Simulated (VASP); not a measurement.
# AlN in VASP: a series of runs

Aim: see how the results for AlN move with the level of theory and the settings. Levels: PBE, r2SCAN. Tasks: single point.

Everything below comes from runs of VASP 6.6.1. Logs are shortened: lines on timing, memory, paths and dates and some standing lists are left out, and cuts for length are marked.

**1. The cell of the first run**

Symmetry: R3m, No. 160, trigonal system. Conventional cell: a = 3.121 Å, b = 3.121 Å, c = 7.544 Å, α = 90.00°, β = 90.00°, γ = 120.00°. Within 2.5 Å of Al (site symmetry 3m) lie 4 N at 1.89 to 1.91 Å. N (site symmetry 3m) has 4 Al at 1.89 to 1.91 Å within 2.5 Å.

**2. Single point, PBE (epitaxial 111 strain +1.0%)**

The input, INCAR:

```
SYSTEM = AlN
  ALGO = Normal
  EDIFF = 1E-7
  ENCUT = 520
  GGA = PE
  ISIF = 2
  ISMEAR = 0
  LASPH = .True.
  LCHARG = .False.
  LREAL = .False.
  LWAVE = .False.
  NBANDS = 11
  NELM = 80
  PREC = Accurate
  SIGMA = 0.01
```

The input, KPOINTS:

```
k-points
0
Gamma
  6 6 6
  0 0 0
```

The input, POSCAR:

```
AlN
1.0
   -0.0193629625      2.1873622141      2.1873622141
    2.1873622141     -0.0193629625      2.1873622141
    2.1873622141      2.1873622141     -0.0193629625
Al N
1 1
Direct
   -0.0005535533     -0.0005535533     -0.0005535533
    0.2505535533      0.2505535533      0.2505535533
```

Potentials or basis: VASP PAW PBE potentials, release 64 (Al, N).

Command:

```sh
$ cat potpaw_PBE.64/Al/POTCAR potpaw_PBE.64/N/POTCAR > POTCAR
$ mpirun -np 1 vasp_std > vasp.out
```

OUTCAR:

```text
SYSTEM = AlN
   EDIFF = 1E-7
   ENCUT = 520
   GGA = PE
   ISIF = 2
   ISMEAR = 0
   LASPH = .True.
   LREAL = .False.
   NELM = 80
   PREC = Accurate

 ion  position               nearest neighbor table
   1  0.999  0.999  0.999-   2 1.89   2 1.91   2 1.91   2 1.91
   2  0.251  0.251  0.251-   1 1.89   1 1.91   1 1.91   1 1.91

  LATTYP: Found a trigonal (rhomboedric) cell.
 ALAT       =     3.0934579091
 COS(alpha) =     0.4911285597

  Lattice vectors:

 A1 = (  -0.0193629625,   2.1873622141,   2.1873622141)
 A2 = (   2.1873622141,  -0.0193629625,   2.1873622141)
 A3 = (   2.1873622141,   2.1873622141,  -0.0193629625)

Analysis of symmetry for initial positions (statically):
=====================================================================
 Subroutine PRICEL returns:
 Original cell was already a primitive cell.

 Routine SETGRP: Setting up the symmetry group for a
 trigonal (rhombohedral) supercell.

 Subroutine GETGRP returns: Found  6 space group operations
 (whereof  6 operations were pure point group operations)
 out of a pool of 12 trial point group operations.

The static configuration has the point symmetry C_3v.

Analysis of symmetry for dynamics (positions and initial velocities):
=====================================================================
 Subroutine PRICEL returns:
 Original cell was already a primitive cell.

 Routine SETGRP: Setting up the symmetry group for a
 trigonal (rhombohedral) supercell.

 Subroutine GETGRP returns: Found  6 space group operations
 (whereof  6 operations were pure point group operations)
 out of a pool of 12 trial point group operations.

The dynamic configuration has the point symmetry C_3v.

 Subroutine INISYM returns: Found  6 space group operations
 (whereof  6 operations are pure point group operations),
 and found     1 'primitive' translations

----------------------------------------------------------------------------------------

                                     Primitive cell

  volume of cell :      21.2090

  direct lattice vectors                    reciprocal lattice vectors
    -0.019362963  2.187362214  2.187362214    -0.225572771  0.227587419  0.227587419
     2.187362214 -0.019362963  2.187362214     0.227587419 -0.225572771  0.227587419
     2.187362214  2.187362214 -0.019362963     0.227587419  0.227587419 -0.225572771

  length of vectors
     3.093457909  3.093457909  3.093457909     0.393033258  0.393033258  0.393033258

  position of ions in fractional coordinates (direct lattice)
     0.999446447  0.999446447  0.999446447
     0.250553553  0.250553553  0.250553553

  ion indices of the primitive-cell ions
   primitive index   ion index
                 1           1
                 2           2

----------------------------------------------------------------------------------------

 KPOINTS: k-points

Automatic generation of k-mesh.
 Grid dimensions read from file:
 generate k-points for:    6    6    6

 Generating k-lattice:

  Cartesian coordinates                     Fractional coordinates (reciprocal lattice)
    -0.037595462  0.037931237  0.037931237     0.166666667  0.000000000  0.000000000
     0.037931237 -0.037595462  0.037931237     0.000000000  0.166666667  0.000000000
     0.037931237  0.037931237 -0.037595462     0.000000000  0.000000000  0.166666667

  Length of vectors
     0.065505543  0.065505543  0.065505543

  Shift w.r.t. Gamma in fractional coordinates (k-lattice)
     0.000000000  0.000000000  0.000000000

 Subroutine IBZKPT returns following result:
 ===========================================

 Found     32 irreducible k-points:

 Following reciprocal coordinates:
            Coordinates               Weight
  0.000000  0.000000  0.000000      1.000000
  0.166667  0.000000  0.000000      6.000000
  0.333333  0.000000  0.000000      6.000000
  0.500000  0.000000  0.000000      3.000000
  0.166667  0.166667  0.000000      6.000000
  0.333333  0.166667  0.000000     12.000000
[... 16 lines left out ...]
  0.500000  0.500000  0.166667      6.000000
 -0.333333  0.500000  0.166667     12.000000
 [... further k-points ...]
   k-points           NKPTS =     32   k-points in BZ     NKDIM =     32   number of bands    NBANDS=     11
   number of dos      NEDOS =    301   number of ions     NIONS =      2
   total plane-waves  NPLWV =  13824
   dimension x,y,z NGX =    24 NGY =   24 NGZ =   24
   dimension x,y,z NGXF=    48 NGYF=   48 NGZF=   48
   ions per type =               1   1
   NGX,Y,Z   is equivalent  to a cutoff of  12.90, 12.90, 12.90 a.u.
   NGXF,Y,Z  is equivalent  to a cutoff of  25.80, 25.80, 25.80 a.u.
 SYSTEM =  AlN
   PREC   = accura    normal or accurate (medium, high low for compatibility)
   ISTART =      0    job   : 0-new  1-cont  2-samecut
   ICHARG =      2    charge: 1-file 2-atom 10-const
   ISPIN  =      1    spin polarized calculation?
   LNONCOLLINEAR =      F non collinear calculations
   LSORBIT =      F    spin-orbit coupling
   LASPH  =      T    aspherical Exc in radial PAW
   ENCUT  =  520.0 eV  38.22 Ry    6.18 a.u.   5.75  5.75  5.75*2*pi/ulx,y,z
   NELM   =     80;   NELMIN=  2; NELMDL= -5     # of ELM steps
   EDIFF  = 0.1E-06   stopping-criterion for ELM
   LREAL  =      F    real-space projection
   EDIFFG = 0.1E-05   stopping-criterion for IOM
   NSW    =      0    number of steps for IOM
   IBRION =     -1    ionic relax: 0-MD 1-quasi-New 2-CG
   NFREE  =      0    steps in history (QN), initial steepest desc. (CG)
   ISIF   =      2    stress and relaxation
   ISYM   =      2    0-nonsym 1-usesym 2-fastsym
   POTIM  = 0.5000    time-step for ionic-motion
   TEBEG  =    0.0;   TEEND  =   0.0 temperature during run
   PSTRESS=    0.0 pullay stress
   NELECT =       8.0000    total number of electrons
   NUPDOWN=      -1.0000    fix difference up-down
   EMIN   =  10.00;   EMAX   =-10.00  energy-range for DOS
   EFERMI =   0.00;   METHOD = LEGACY
   ISMEAR =     0;   SIGMA  =   0.01  broadening in eV -4-tet -1-fermi 0-gaus
   EFERMI_NEDOS =   21; number of points for ismear=-14 and -15
   IALGO  =     38    algorithm
   IMIX   =      4    mixing-type and parameters
     AMIX     =   0.40;   BMIX     =  1.00
     AMIX_MAG =   1.60;   BMIX_MAG =  1.00
  volume/ion in A,a.u.               =      10.60        71.56
  Fermi-wavevector in a.u.,A,eV,Ry     =   1.182854  2.235271 19.036514  1.399144
  Thomas-Fermi vector in A             =   2.319100
   LORBIT       =      0    0 simple, 1 ext, 2 COOP (PROOUT), +10 PAW based schemes
   GGA     = PE    functional components
   LHFCALC =     F    Hartree Fock is set to
   AEXX    =    0.0000 exact exchange contribution
   IVDW    =     0    specifies the selected vdW correction
   LEPSILON=     F    determine dielectric tensor
   LRPA    =     F    only Hartree local field effects (RPA)
 non-spin polarized calculation
 Gauss-broadening in eV      SIGMA  =   0.01
  energy-cutoff  :      520.00
  volume of cell :       21.21
 maximum number of plane-waves:       586
   NGX = 11   NGY = 11   NGZ = 11

 number of electron       8.0000001 magnetization

 Free energy of the ion-electron system (eV)
  ---------------------------------------------------
  ext. energy  EPLUGINS =         0.00000000
  ---------------------------------------------------
  free energy    TOTEN  =       -14.84245866 eV

  energy without entropy =      -14.84245866  energy(sigma->0) =      -14.84245866

 E-fermi :   6.0406     XC(G=0): -10.8557

 val. band max:        5.8761555631   @ k =   0.0000   0.0000   0.0000
 cond. band min:       9.1095187831   @ k =   0.5000   0.5000   0.0000
 fundamental gap:      3.2333632200
 Fermi energy:         6.0406461402

 k-point     1 :       0.0000    0.0000    0.0000
  band No.  band energies     occupation
      1      -9.0731      2.00000
      2       5.7711      2.00000
      3       5.7711      2.00000
      4       5.8762      2.00000
      5       9.8388      0.00000
      6      18.0760      0.00000
      7      18.0760      0.00000
      8      18.4222      0.00000
      9      23.3482      0.00000
     10      23.3482      0.00000
     11      24.6857      0.00000

 k-point     2 :       0.1667    0.0000    0.0000
  band No.  band energies     occupation
      1      -8.6870      2.00000
      2       3.9367      2.00000
      3       5.6470      2.00000
      4       5.7306      2.00000
      5      11.2744      0.00000
      6      17.2296      0.00000
      7      18.2743      0.00000
      8      18.5188      0.00000
      9      21.4975      0.00000
     10      21.6711      0.00000
     11      23.3113      0.00000

 k-point     3 :       0.3333    0.0000    0.0000
  band No.  band energies     occupation
      1      -7.7323      2.00000
      2       1.2823      2.00000
      3       5.4232      2.00000
      4       5.4874      2.00000
      5      12.6832      0.00000
      6      16.0373      0.00000
      7      17.3754      0.00000
      8      17.5397      0.00000
      9      22.9458      0.00000
     10      22.9882      0.00000
     11      23.3266      0.00000

 k-point     4 :       0.5000    0.0000    0.0000
  band No.  band energies     occupation
      1      -7.0932      2.00000
      2       0.0075      2.00000
      3       5.3216      2.00000
      4       5.3766      2.00000
      5      13.0561      0.00000
      6      15.5362      0.00000
      7      16.8077      0.00000
      8      16.9757      0.00000
      9      23.5620      0.00000
     10      25.4753      0.00000
     11      25.8382      0.00000

 k-point     5 :       0.1667    0.1667    0.0000
  band No.  band energies     occupation
      1      -8.5558      2.00000
      2       4.0797      2.00000
      3       5.2495      2.00000
      4       5.3391      2.00000
      5      11.5567      0.00000
      6      16.7846      0.00000
      7      18.3302      0.00000
      8      18.8206      0.00000
      9      19.0057      0.00000
     10      24.1785      0.00000
     11      26.3582      0.00000
[... 211 lines left out ...]
 k-point    21 :      -0.3333    0.3333    0.1667
  band No.  band energies     occupation
      1      -6.5968      2.00000
      2       1.2318      2.00000
      3       2.9024      2.00000
      4       4.1916      2.00000
      5      12.2531      0.00000
      6      15.7344      0.00000
      7      17.6541      0.00000
      8      18.7704      0.00000
      9      22.4452      0.00000
     10      24.1622      0.00000
     11      29.5967      0.00000

 k-point    22 :      -0.1667    0.3333    0.1667
  band No.  band energies     occupation
      1      -7.0525      2.00000
      2       1.5331      2.00000
      3       3.5053      2.00000
      4       4.6186      2.00000
      5      12.1946      0.00000
      6      16.1995      0.00000
      7      16.5075      0.00000
      8      19.1499      0.00000
      9      21.3871      0.00000
     10      25.4708      0.00000
     11      28.6024      0.00000

 k-point    23 :       0.5000    0.5000    0.1667
  band No.  band energies     occupation
      1      -6.6354      2.00000
      2       1.3053      2.00000
      3       3.3568      2.00000
      4       4.2634      2.00000
      5      10.4220      0.00000
      6      15.3284      0.00000
      7      18.3670      0.00000
      8      20.1167      0.00000
      9      21.0278      0.00000
     10      27.2031      0.00000
     11      29.5906      0.00000

 k-point    24 :      -0.3333    0.5000    0.1667
  band No.  band energies     occupation
      1      -6.4175      2.00000
      2       1.5362      2.00000
      3       3.0558      2.00000
      4       3.3449      2.00000
      5      11.0149      0.00000
      6      15.9915      0.00000
      7      18.5228      0.00000
      8      18.6877      0.00000
      9      22.1458      0.00000
     10      25.8179      0.00000
     11      29.9857      0.00000

 [... further k-points ...]
[... 5 lines left out ...]
  --------------------------------------------------------------------------------------
  -------------------------------------------------------------------------------------
  Total        0.1264588      0.1264588      0.1264588      0.2135828      0.2135828      0.2135828
  in kB        9.5529818      9.5529818      9.5529818     16.1345206     16.1345206     16.1345206
  external PRESSURE =       9.5529818 kB  Pullay stress =       0.0000000 kB

 VOLUME and BASIS-vectors are now :
 -----------------------------------------------------------------------------
  energy-cutoff  :      520.00
  volume of cell :       21.21
      direct lattice vectors                 reciprocal lattice vectors
    -0.019362963  2.187362214  2.187362214    -0.225572771  0.227587419  0.227587419
     2.187362214 -0.019362963  2.187362214     0.227587419 -0.225572771  0.227587419
     2.187362214  2.187362214 -0.019362963     0.227587419  0.227587419 -0.225572771

 POSITION                                       TOTAL-FORCE (eV/Angst)
 -----------------------------------------------------------------------------------
      4.35295      4.35295      4.35295        -0.007981     -0.007981     -0.007981
      1.09125      1.09125      1.09125         0.007981      0.007981      0.007981
 -----------------------------------------------------------------------------------
    total drift:                               -0.000016     -0.000016     -0.000016

  FREE ENERGIE OF THE ION-ELECTRON SYSTEM (eV)
  ---------------------------------------------------
  free  energy   TOTEN  =       -14.8424586633 eV

  energy  without entropy=      -14.8424586633  energy(sigma->0) =      -14.84245866
```

Wall time 5.4 s (1 thread of Intel Xeon Platinum 8259CL at 2.50GHz (Skylake/Cascade Lake), shared host); peak memory 0.13 GiB.

Results:

| Quantity | Value |
| --- | --- |
| Free energy | -14.8425 eV |
| Pressure | 1.0 GPa |
| Largest force | 0.014 eV/Å |
| Band gap on the k mesh | 3.23 eV, indirect (least direct gap 3.96 eV) |

Forces in eV/Å, atoms in the order of the input:
```
Al  -0.008 -0.008 -0.008
N    0.008  0.008  0.008
```

Stress tensor (GPa, compression positive):
```
0.96 1.61 1.61
1.61 0.96 1.61
1.61 1.61 0.96
```

Caveat: the cell differs from its parent crystal (epitaxial 111 strain +1.0%).

**3. Single point, PBE (epitaxial 111 strain +2.0%)**

The input, INCAR:

```
PREC = Accurate ; ENCUT = 520
EDIFF = 1E-6 ; ISMEAR = 0
SIGMA = 0.01 ; LREAL = False
LASPH = True ; NELM = 60
ALGO = Normal ; ISIF = 2
LWAVE = False ; LCHARG = False
GGA = PE ; NBANDS = 11
```

The input, KPOINTS:

```
regular mesh
0
Gamma
  6 6 6
```

The input, POSCAR:

```
AlN
1.0
   -0.0385909120      2.1899830288      2.1899830288
    2.1899830288     -0.0385909120      2.1899830288
    2.1899830288      2.1899830288     -0.0385909120
Al N
1 1
Direct
   -0.0010508975     -0.0010508975     -0.0010508975
    0.2510508975      0.2510508975      0.2510508975
```

Potentials or basis: VASP PAW PBE potentials, release 64 (Al, N).

Command:

```sh
$ cat potpaw_PBE.64/Al/POTCAR potpaw_PBE.64/N/POTCAR > POTCAR
$ mpirun -np 1 vasp_std > vasp.out
```

Wall time 5 s (1 thread of Intel Xeon Platinum 8259CL at 2.50GHz (Skylake/Cascade Lake), shared host); peak memory 0.13 GiB.

The run converged. Its results:

- Free energy: -14.8331 eV
- Pressure: -2.2 GPa
- Largest force: 0.029 eV/Å
- Band gap on the k mesh: 3.15 eV, indirect (least direct gap 3.74 eV)

Forces in eV/Å, atoms in the order of the input:
```
Al  -0.017 -0.017 -0.017
N    0.017  0.017  0.017
```

Stress tensor (GPa, compression positive):
```
-2.19  3.11  3.11
 3.11 -2.19  3.11
 3.11  3.11 -2.19
```

Levels at points of the mesh, in eV from the valence-band top:
```csv
k point,band 1,band 2,band 3,band 4,band 5,band 6,band 7,band 8
"(0.00, 0.00, 0.00)",-14.92,-0.20,-0.20,0.00,3.74,11.87,11.87,12.56
"(0.50, 0.00, 0.00)",-13.00,-5.88,-0.62,-0.52,7.00,9.46,10.74,11.08
"(0.50, 0.50, 0.00)",-12.36,-4.93,-1.99,-1.75,3.15,8.28,13.34,15.09
"(0.50, 0.50, 0.50)",-12.87,-5.74,-0.73,-0.73,6.73,9.51,10.51,10.51
```

Caveat: the cell differs from its parent crystal (epitaxial 111 strain +2.0%). A k mesh can miss the band edges.

**4. Single point, PBE (epitaxial 111 strain +3.0%)**

The input, INCAR:

```
SYSTEM = AlN
PREC = Accurate
ENCUT = 520
EDIFF = 1E-6
ISMEAR = 0
SIGMA = 0.01
LREAL = .False.
LASPH = .True.
NELM = 60
ALGO = Normal
ISIF = 2
LWAVE = .False.
LCHARG = .False.
GGA = PE
NBANDS = 11
```

The input, KPOINTS:

```
Automatic mesh
0
Gamma
  6 6 6
  0 0 0
```

The input, POSCAR:

```
AlN
1.0
   -0.0578990474      2.1925236575      2.1925236575
    2.1925236575     -0.0578990474      2.1925236575
    2.1925236575      2.1925236575     -0.0578990474
Al N
1 1
Direct
   -0.0015609321     -0.0015609321     -0.0015609321
    0.2515609321      0.2515609321      0.2515609321
```

Command:

```sh
$ cat potpaw_PBE.64/Al/POTCAR potpaw_PBE.64/N/POTCAR > POTCAR
$ mpirun -np 1 vasp_std > vasp.out
```

Run time: 5.1 s. Hardware: 1 thread of Intel Xeon Platinum 8259CL at 2.50GHz (Skylake/Cascade Lake), shared host; peak memory 0.13 GiB.

Results (log left out):

```yaml
Free_energy: -14.8121 eV
Pressure: -5.1 GPa
Largest_force: 0.033 eV/Å
Band_gap_on_the_k_mesh: 3.07 eV, indirect (least direct gap 3.52 eV)
```

Forces in eV/Å, atoms in the order of the input:
```
Al  -0.019 -0.019 -0.019
N    0.019  0.019  0.019
```

Stress tensor (GPa, compression positive):
```
-5.05  4.47  4.47
 4.47 -5.05  4.47
 4.47  4.47 -5.05
```

Levels at points of the mesh, in eV from the valence-band top:
| k point | band 1 | band 2 | band 3 | band 4 | band 5 | band 6 | band 7 | band 8 |
| --- | --- | --- | --- | --- | --- | --- | --- | --- |
| (0.00, 0.00, 0.00) | -14.89 | -0.28 | -0.28 | 0.00 | 3.52 | 11.56 | 11.56 | 12.58 |
| (0.50, 0.00, 0.00) | -13.03 | -5.89 | -0.67 | -0.53 | 6.82 | 9.26 | 10.55 | 11.07 |
| (0.50, 0.50, 0.00) | -12.39 | -4.94 | -2.08 | -1.73 | 3.07 | 8.14 | 13.04 | 14.79 |
| (0.50, 0.50, 0.50) | -12.84 | -5.69 | -0.84 | -0.84 | 6.42 | 9.34 | 10.22 | 10.22 |

Caveat: the cell differs from its parent crystal (epitaxial 111 strain +3.0%). A k mesh can miss the band edges.

[end of part 1 of 2]
